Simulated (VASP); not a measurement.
# WC (Fm-3m) in VASP: a series of runs

WC is run at these levels: PBEsol; tasks: single point.

Program: VASP 6.6.1. These are calculated values, not measurements. Logs are shortened: lines on timing, memory, paths and dates and some standing lists are left out, and cuts for length are marked.

## Step 1: The cell of the first run

Symmetry: Fm-3m, No. 225, cubic system. The conventional cell has a = 4.202 Å, b = 4.202 Å, c = 4.202 Å, α = 90.00°, β = 90.00°, γ = 90.00°. W (site symmetry m-3m) has 6 C at 2.10 Å within 2.8 Å. C (site symmetry m-3m) has 6 W at 2.10 Å within 2.8 Å.

## Step 2: Single point, PBEsol

File INCAR:

```
SYSTEM = WC
PREC     = Accurate       ! precision mode
ENCUT    = 520            ! plane-wave cutoff, eV
EDIFF    = 1E-6           ! SCF threshold, eV
ISMEAR   = 1              ! smearing method
SIGMA    = 0.05           ! smearing width, eV
LREAL    = .False.        ! projectors in reciprocal space
LASPH    = .True.         ! aspherical terms in the spheres
NELM     = 100            ! most SCF steps
ALGO     = Normal         ! electronic algorithm
ISIF     = 2              ! what is computed and relaxed
LWAVE    = .False.        ! write WAVECAR
LCHARG   = .True.         ! write CHGCAR
GGA      = PS             ! functional
LELF     = .True.         ! ELF
LVHAR    = .True.       
NBANDS   = 16             ! bands
```

File KPOINTS:

```
regular mesh
0
Gamma
  11 11 11
  0 0 0
```

File POSCAR:

```
WC
1.0
    0.0000000000      2.1012100984      2.1012100984
    2.1012100984      0.0000000000      2.1012100984
    2.1012100984      2.1012100984      0.0000000000
W C
1 1
Direct
    0.0000000000      0.0000000000      0.0000000000
    0.5000000000      0.5000000000      0.5000000000
```

Potentials or basis: VASP PAW PBE potentials, release 64 (W_sv, C).

The run is started by

```bash
$ cat potpaw_PBE.64/W_sv/POTCAR potpaw_PBE.64/C/POTCAR > POTCAR
$ mpirun -np 1 vasp_std > vasp.out
```

OUTCAR:

```text
SYSTEM = WC
   PREC = Accurate
   ENCUT = 520
   EDIFF = 1E-6
   ISMEAR = 1
   LREAL = .False.
   LASPH = .True.
   NELM = 100
   ISIF = 2
   GGA = PS

 ion  position               nearest neighbor table
   1  0.000  0.000  0.000-   2 2.10   2 2.10   2 2.10   2 2.10   2 2.10   2 2.10
   2  0.500  0.500  0.500-   1 2.10   1 2.10   1 2.10   1 2.10   1 2.10   1 2.10

  LATTYP: Found a face centered cubic cell.
 ALAT       =     4.2024201968

  Lattice vectors:

 A1 = (   0.0000000000,   2.1012100984,   2.1012100984)
 A2 = (   2.1012100984,   0.0000000000,   2.1012100984)
 A3 = (   2.1012100984,   2.1012100984,   0.0000000000)

Analysis of symmetry for initial positions (statically):
=====================================================================
 Subroutine PRICEL returns:
 Original cell was already a primitive cell.

 Routine SETGRP: Setting up the symmetry group for a
 face centered cubic supercell.

 Subroutine GETGRP returns: Found 48 space group operations
 (whereof 48 operations were pure point group operations)
 out of a pool of 48 trial point group operations.

The static configuration has the point symmetry O_h .

Analysis of symmetry for dynamics (positions and initial velocities):
=====================================================================
 Subroutine PRICEL returns:
 Original cell was already a primitive cell.

 Routine SETGRP: Setting up the symmetry group for a
 face centered cubic supercell.

 Subroutine GETGRP returns: Found 48 space group operations
 (whereof 48 operations were pure point group operations)
 out of a pool of 48 trial point group operations.

The dynamic configuration has the point symmetry O_h .

 Subroutine INISYM returns: Found 48 space group operations
 (whereof 48 operations are pure point group operations),
 and found     1 'primitive' translations

----------------------------------------------------------------------------------------

                                     Primitive cell

  volume of cell :      18.5540

  direct lattice vectors                    reciprocal lattice vectors
     0.000000000  2.101210098  2.101210098    -0.237958118  0.237958118  0.237958118
     2.101210098  0.000000000  2.101210098     0.237958118 -0.237958118  0.237958118
     2.101210098  2.101210098  0.000000000     0.237958118  0.237958118 -0.237958118

  length of vectors
     2.971559819  2.971559819  2.971559819     0.412155550  0.412155550  0.412155550

  position of ions in fractional coordinates (direct lattice)
     0.000000000  0.000000000  0.000000000
     0.500000000  0.500000000  0.500000000

  ion indices of the primitive-cell ions
   primitive index   ion index
                 1           1
                 2           2

----------------------------------------------------------------------------------------

 KPOINTS: regular mesh

Automatic generation of k-mesh.
 Grid dimensions read from file:
 generate k-points for:   11   11   11

 Generating k-lattice:

  Cartesian coordinates                     Fractional coordinates (reciprocal lattice)
    -0.021632556  0.021632556  0.021632556     0.090909091  0.000000000  0.000000000
     0.021632556 -0.021632556  0.021632556     0.000000000  0.090909091  0.000000000
     0.021632556  0.021632556 -0.021632556     0.000000000  0.000000000  0.090909091

  Length of vectors
     0.037468686  0.037468686  0.037468686

  Shift w.r.t. Gamma in fractional coordinates (k-lattice)
     0.000000000  0.000000000  0.000000000

 Subroutine IBZKPT returns following result:
 ===========================================

 Found     56 irreducible k-points:

 Following reciprocal coordinates:
            Coordinates               Weight
  0.000000  0.000000  0.000000      1.000000
  0.090909  0.000000  0.000000      8.000000
  0.181818  0.000000  0.000000      8.000000
  0.272727  0.000000  0.000000      8.000000
  0.363636  0.000000  0.000000      8.000000
  0.454545  0.000000  0.000000      8.000000
[... 16 lines left out ...]
 -0.272727  0.181818  0.000000     24.000000
 -0.181818  0.181818  0.000000     12.000000
 [... further k-points ...]
   k-points           NKPTS =     56   k-points in BZ     NKDIM =     56   number of bands    NBANDS=     16
   number of dos      NEDOS =    301   number of ions     NIONS =      2
   total plane-waves  NPLWV =  13824
   dimension x,y,z NGX =    24 NGY =   24 NGZ =   24
   dimension x,y,z NGXF=    48 NGYF=   48 NGZF=   48
   ions per type =               1   1
   NGX,Y,Z   is equivalent  to a cutoff of  13.43, 13.43, 13.43 a.u.
   NGXF,Y,Z  is equivalent  to a cutoff of  26.85, 26.85, 26.85 a.u.
 SYSTEM =  WC
   PREC   = accura    normal or accurate (medium, high low for compatibility)
   ISTART =      0    job   : 0-new  1-cont  2-samecut
   ICHARG =      2    charge: 1-file 2-atom 10-const
   ISPIN  =      1    spin polarized calculation?
   LNONCOLLINEAR =      F non collinear calculations
   LSORBIT =      F    spin-orbit coupling
   LASPH  =      T    aspherical Exc in radial PAW
   ENCUT  =  520.0 eV  38.22 Ry    6.18 a.u.   5.53  5.53  5.53*2*pi/ulx,y,z
   NELM   =    100;   NELMIN=  2; NELMDL= -5     # of ELM steps
   EDIFF  = 0.1E-05   stopping-criterion for ELM
   LREAL  =      F    real-space projection
   EDIFFG = 0.1E-04   stopping-criterion for IOM
   NSW    =      0    number of steps for IOM
   IBRION =     -1    ionic relax: 0-MD 1-quasi-New 2-CG
   NFREE  =      0    steps in history (QN), initial steepest desc. (CG)
   ISIF   =      2    stress and relaxation
   ISYM   =      2    0-nonsym 1-usesym 2-fastsym
   POTIM  = 0.5000    time-step for ionic-motion
   TEBEG  =    0.0;   TEEND  =   0.0 temperature during run
   PSTRESS=    0.0 pullay stress
   NELECT =      18.0000    total number of electrons
   NUPDOWN=      -1.0000    fix difference up-down
   EMIN   =  10.00;   EMAX   =-10.00  energy-range for DOS
   EFERMI =   0.00;   METHOD = LEGACY
   ISMEAR =     1;   SIGMA  =   0.05  broadening in eV -4-tet -1-fermi 0-gaus
   EFERMI_NEDOS =   21; number of points for ismear=-14 and -15
   IALGO  =     38    algorithm
   IMIX   =      4    mixing-type and parameters
     AMIX     =   0.40;   BMIX     =  1.00
     AMIX_MAG =   1.60;   BMIX_MAG =  1.00
  volume/ion in A,a.u.               =       9.28        62.60
  Fermi-wavevector in a.u.,A,eV,Ry     =   1.620639  3.062563 35.735288  2.626470
  Thomas-Fermi vector in A             =   2.714545
   LORBIT       =      0    0 simple, 1 ext, 2 COOP (PROOUT), +10 PAW based schemes
   GGA     = PS    functional components
   LHFCALC =     F    Hartree Fock is set to
   AEXX    =    0.0000 exact exchange contribution
   IVDW    =     0    specifies the selected vdW correction
   LEPSILON=     F    determine dielectric tensor
   LRPA    =     F    only Hartree local field effects (RPA)
 non-spin polarized calculation
 Methfessel and Paxton  Order N= 1 SIGMA  =   0.05
  energy-cutoff  :      520.00
  volume of cell :       18.55
 maximum number of plane-waves:       531
 NGX is ok and might be reduce to    24
   NGX = 11   NGY = 11   NGZ = 11

 number of electron      18.0000001 magnetization

 Free energy of the ion-electron system (eV)
  ---------------------------------------------------
  ext. energy  EPLUGINS =         0.00000000
  ---------------------------------------------------
  free energy    TOTEN  =       -22.69160110 eV

  energy without entropy =      -22.69150044  energy(sigma->0) =      -22.69156754

 E-fermi :  14.2951     XC(G=0): -14.5635

 val. band max:       14.2727273978   @ k =  -0.2727   0.4545   0.1818
 cond. band min:      14.3203783653   @ k =   0.4545   0.0909   0.0000
 fundamental gap:      0.0476509675
 Fermi energy:        14.2950958495

 k-point     1 :       0.0000    0.0000    0.0000
  band No.  band energies     occupation
      1     -61.0040      2.00000
      2     -24.9789      2.00000
      3     -24.9789      2.00000
      4     -24.9789      2.00000
      5      -2.6198      2.00000
      6      11.0118      2.00000
[... 8 lines left out ...]
     15      23.7434      0.00000
     16      40.0113      0.00000

 k-point     2 :       0.0909    0.0000    0.0000
  band No.  band energies     occupation
      1     -60.9985      2.00000
      2     -25.0597      2.00000
      3     -24.9870      2.00000
      4     -24.9870      2.00000
      5      -2.3417      2.00000
      6      10.1701      2.00000
[... 8 lines left out ...]
     15      24.3973      0.00000
     16      37.4824      0.00000

 k-point     3 :       0.1818    0.0000    0.0000
  band No.  band energies     occupation
      1     -60.9836      2.00000
      2     -25.2715      2.00000
      3     -25.0085      2.00000
      4     -25.0085      2.00000
      5      -1.5574      2.00000
      6       8.6078      2.00000
[... 8 lines left out ...]
     15      26.0410      0.00000
     16      34.2813      0.00000

 k-point     4 :       0.2727    0.0000    0.0000
  band No.  band energies     occupation
      1     -60.9641      2.00000
      2     -25.5389      2.00000
      3     -25.0364      2.00000
      4     -25.0364      2.00000
      5      -0.3985      2.00000
      6       6.9612      2.00000
[... 8 lines left out ...]
     15      27.7122      0.00000
     16      32.0825      0.00000

 k-point     5 :       0.3636    0.0000    0.0000
  band No.  band energies     occupation
      1     -60.9460      2.00000
      2     -25.7756      2.00000
      3     -25.0619      2.00000
      4     -25.0619      2.00000
      5       0.9694      2.00000
      6       5.3871      2.00000
[... 8 lines left out ...]
     15      29.0814      0.00000
     16      29.1060      0.00000

 k-point     6 :       0.4545    0.0000    0.0000
  band No.  band energies     occupation
      1     -60.9353      2.00000
      2     -25.9124      2.00000
      3     -25.0770      2.00000
      4     -25.0770      2.00000
      5       2.4008      2.00000
      6       3.9026      2.00000
[... 8 lines left out ...]
     15      27.1122      0.00000
     16      27.1122      0.00000

 k-point     7 :       0.0909    0.0909    0.0000
  band No.  band energies     occupation
      1     -60.9967      2.00000
      2     -25.0541      2.00000
      3     -25.0059      2.00000
      4     -25.0059      2.00000
      5      -2.2547      2.00000
      6       9.9696      2.00000
[... 8 lines left out ...]
     15      24.6096      0.00000
     16      37.2834      0.00000

 k-point     8 :       0.1818    0.0909    0.0000
  band No.  band energies     occupation
      1     -60.9849      2.00000
      2     -25.2115      2.00000
      3     -25.0365      2.00000
      4     -25.0197      2.00000
      5      -1.6578      2.00000
      6       8.4594      2.00000
[... 8 lines left out ...]
     15      25.9332      0.00000
     16      34.3476      0.00000

 k-point     9 :       0.2727    0.0909    0.0000
  band No.  band energies     occupation
      1     -60.9669      2.00000
      2     -25.4546      2.00000
      3     -25.0689      2.00000
      4     -25.0441      2.00000
      5      -0.6594      2.00000
      6       7.0340      2.00000
[... 8 lines left out ...]
     15      27.5760      0.00000
     16      31.8470      0.00000
[... 172 lines left out ...]
 k-point    19 :       0.3636    0.1818    0.0000
  band No.  band energies     occupation
      1     -60.9449      2.00000
      2     -25.6187      2.00000
      3     -25.1590      2.00000
      4     -25.1478      2.00000
      5       0.2777      2.00000
      6       5.8472      2.00000
[... 8 lines left out ...]
     15      28.0311      0.00000
     16      30.2271      0.00000

 k-point    20 :       0.4545    0.1818    0.0000
  band No.  band energies     occupation
      1     -60.9312      2.00000
      2     -25.7709      2.00000
      3     -25.2178      2.00000
      4     -25.1545      2.00000
      5       1.1865      2.00000
      6       5.1244      2.00000
[... 8 lines left out ...]
     15      27.1791      0.00000
     16      29.0723      0.00000

 k-point    21 :      -0.4545    0.1818    0.0000
  band No.  band energies     occupation
      1     -60.9252      2.00000
      2     -25.8313      2.00000
      3     -25.2699      2.00000
      4     -25.1373      2.00000
      5       1.8837      2.00000
      6       4.4866      2.00000
[... 8 lines left out ...]
     15      27.7041      0.00000
     16      29.0809      0.00000

 k-point    22 :      -0.3636    0.1818    0.0000
  band No.  band energies     occupation
      1     -60.9288      2.00000
      2     -25.7880      2.00000
      3     -25.2938      2.00000
      4     -25.1016      2.00000
      5       1.8420      2.00000
      6       4.5002      2.00000
[... 8 lines left out ...]
     15      27.8024      0.00000
     16      29.2164      0.00000

 k-point    23 :      -0.2727    0.1818    0.0000
  band No.  band energies     occupation
      1     -60.9408      2.00000
      2     -25.6630      2.00000
      3     -25.2716      2.00000
      4     -25.0586      2.00000
      5       0.9734      2.00000
      6       5.3672      2.00000
[... 8 lines left out ...]
     15      28.0610      0.00000
     16      29.2438      0.00000

 k-point    24 :      -0.1818    0.1818    0.0000
  band No.  band energies     occupation
      1     -60.9575      2.00000
      2     -25.5084      2.00000
      3     -25.1940      2.00000
      4     -25.0217      2.00000
      5      -0.0970      2.00000
      6       6.5879      2.00000
[... 8 lines left out ...]
     15      27.9769      0.00000
     16      29.5688      0.00000

 [... further k-points ...]
[... 5 lines left out ...]
  --------------------------------------------------------------------------------------
  -------------------------------------------------------------------------------------
  Total        5.8367761      5.8367761      5.8367761     -0.0000000     -0.0000000      0.0000000
  in kB      504.0169994    504.0169994    504.0169994     -0.0000000     -0.0000000      0.0000000
  external PRESSURE =     504.0169994 kB  Pullay stress =       0.0000000 kB

 VOLUME and BASIS-vectors are now :
 -----------------------------------------------------------------------------
  energy-cutoff  :      520.00
  volume of cell :       18.55
      direct lattice vectors                 reciprocal lattice vectors
     0.000000000  2.101210098  2.101210098    -0.237958118  0.237958118  0.237958118
     2.101210098  0.000000000  2.101210098     0.237958118 -0.237958118  0.237958118
     2.101210098  2.101210098  0.000000000     0.237958118  0.237958118 -0.237958118

 POSITION                                       TOTAL-FORCE (eV/Angst)
 -----------------------------------------------------------------------------------
      0.00000      0.00000      0.00000         0.000000     -0.000000     -0.000000
      2.10121      2.10121      2.10121        -0.000000      0.000000      0.000000
 -----------------------------------------------------------------------------------
    total drift:                                0.000000     -0.000000     -0.000000

  FREE ENERGIE OF THE ION-ELECTRON SYSTEM (eV)
  ---------------------------------------------------
  free  energy   TOTEN  =       -22.6916010961 eV

  energy  without entropy=      -22.6915004354  energy(sigma->0) =      -22.69156754
```

Wall time 8.8 s (1 thread of Intel Xeon 6975P-C, shared host); peak memory 0.15 GiB.

Results:

```
Free energy            : -22.6916 eV
Pressure               : 50.4 GPa
Band gap on the k mesh : zero (band 9 reaches 15.49 eV, above the bottom of band 10 at 11.77 eV)
```

Caveat: the PAW data sets were made with another functional, which shifts forces and pressure a little; spin-orbit coupling is left out, which moves the levels of the heavy elements.

## Step 3: Single point, PBEsol

This run uses another cell than the first one, of 9.70 Å³/atom, 1.045 times its volume.

INCAR: that of step 2 with these lines changed.

```diff
@@ -8,3 +8,3 @@
 LASPH    = .True.         ! aspherical terms in the spheres
-NELM     = 100            ! most SCF steps
+NELM     = 80             ! most SCF steps
 ALGO     = Normal         ! electronic algorithm
@@ -12,6 +12,4 @@
 LWAVE    = .False.        ! write WAVECAR
-LCHARG   = .True.         ! write CHGCAR
+LCHARG   = .False.        ! write CHGCAR
 GGA      = PS             ! functional
-LELF     = .True.         ! ELF
-LVHAR    = .True.       
 NBANDS   = 16             ! bands
```

File KPOINTS:

```
Automatic mesh
0
Gamma
  11 11 11
  0 0 0
```

File POSCAR:

```
WC
1.0
    0.0000000000      2.1325760675      2.1325760675
    2.1325760675      0.0000000000      2.1325760675
    2.1325760675      2.1325760675      0.0000000000
W C
1 1
Direct
    0.0000000000      0.0000000000      0.0000000000
    0.5000000000      0.5000000000      0.5000000000
```

Potentials or basis: VASP PAW PBE potentials, release 64 (W_sv, C).

The run is started by

```bash
$ cat potpaw_PBE.64/W_sv/POTCAR potpaw_PBE.64/C/POTCAR > POTCAR
$ mpirun -np 1 vasp_std > vasp.out
```

It took 8.5 s on 1 thread of Intel Xeon 6975P-C, shared host; peak memory 0.15 GiB.

The run converged. Its results:

```yaml
Free_energy: -22.8912 eV
Pressure: 26.1 GPa
Band_gap_on_the_k_mesh: zero (band 9 reaches 14.66 eV, above the bottom of band 10 at 11.18 eV)
```

Levels at points of the mesh, in eV from the Fermi level:
```
           k point  band 7  band 8  band 9  band 10  band 11  band 12
(0.00, 0.00, 0.00)   -3.09   -3.09   -1.19    -1.19    -1.19    -1.05
```

Caveat: the PAW data sets were made with another functional, which shifts forces and pressure a little; spin-orbit coupling is left out, which moves the levels of the heavy elements.

## Step 4: Single point, PBEsol

This run uses another cell than the first one, of 10.12 Å³/atom, 1.091 times its volume.

File INCAR:

```
SYSTEM = WC
  ALGO = Normal
  EDIFF = 1E-6
  ENCUT = 520
  GGA = PS
  ISIF = 2
  ISMEAR = 1
  LASPH = .TRUE.
  LCHARG = .FALSE.
  LREAL = .FALSE.
  LWAVE = .FALSE.
  NBANDS = 16
  NELM = 60
  PREC = Accurate
  SIGMA = 0.05
```

File KPOINTS:

```
k-points
0
G
  11 11 11
  0 0 0
```

File POSCAR:

```
WC
1.0
    0.0000000000      2.1630455565      2.1630455565
    2.1630455565      0.0000000000      2.1630455565
    2.1630455565      2.1630455565      0.0000000000
W C
1 1
Direct
    0.0000000000      0.0000000000      0.0000000000
    0.5000000000      0.5000000000      0.5000000000
```

The run is started by

```bash
$ cat potpaw_PBE.64/W_sv/POTCAR potpaw_PBE.64/C/POTCAR > POTCAR
$ mpirun -np 1 vasp_std > vasp.out
```

Run time: 8.9 s. Hardware: 1 thread of Intel Xeon 6975P-C, shared host; peak memory 0.15 GiB.

Results (log left out):

```
Free energy            : -22.9759 eV
Pressure               : 6.6 GPa
Band gap on the k mesh : zero (band 9 reaches 13.90 eV, above the bottom of band 10 at 10.63 eV)
```

Levels at points of the mesh, in eV from the Fermi level:
| k point | band 7 | band 8 | band 9 | band 10 | band 11 | band 12 |
| --- | --- | --- | --- | --- | --- | --- |
| (0.00, 0.00, 0.00) | -2.92 | -2.92 | -1.09 | -1.09 | -1.09 | -1.01 |

Caveat: the PAW data sets were made with another functional, which shifts forces and pressure a little; spin-orbit coupling is left out, which moves the levels of the heavy elements.

## Step 5: Summary

```tsv
cell	gap on the mesh (eV)	pressure (GPa)
a = 2.972 Å, angles 60.0°, 2 atoms	none	50.4
a = 3.016 Å, angles 60.0°, 2 atoms	none	26.1
a = 3.059 Å, angles 60.0°, 2 atoms	none	6.6
```

Alike in all rows: task single point; level PBEsol; potentials or basis VASP PAW PBE potentials, release 64 (W_sv, C); no spin polarisation; k mesh 11 × 11 × 11; cutoff (eV) 520; smearing methfessel-paxton 0.05 eV.

Caveats: the PAW data sets were made with another functional, which shifts forces and pressure a little; spin-orbit coupling is left out, which moves the levels of the heavy elements.

Absolute energies hang on the potentials; compare differences alone.
